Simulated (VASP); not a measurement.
Crystal: ZnS.

```
Zn S
1.0
     0.08980    2.78389    2.78389
     2.78389    0.08980    2.78389
     2.78389    2.78389    0.08980
Zn S
1 1
Direct
  0.00210 0.00210 0.00210
  0.24790 0.24790 0.24790
```

This cell differs from its parent crystal: strain along [111] +5.0%.

Base run:

```yaml
Program: VASP 6.6.1
Functional: PBE
Potentials_or_basis: VASP PAW PBE potentials, release 64 (Zn, S)
Cutoff: 520 eV
k_mesh: 8 × 8 × 8
Occupations: fermi-dirac, width 0.02 eV
Spin: no spin polarisation
```

Its results: band gap on the k mesh 1.81 eV, direct; pressure -1.0 GPa; largest force 0.023 eV/Å.

Q: The run is repeated on the same cell with these changes: functional from PBE to r2SCAN; occupations from fermi-dirac, width 0.02 eV to gaussian, width 0.01 eV. What comes out?

A: Band gap on the k mesh 2.35 eV, direct; pressure -3.3 GPa; largest force 0.011 eV/Å.

Caveats: the PAW data sets were made with another functional, which shifts forces and pressure a little (some runs).

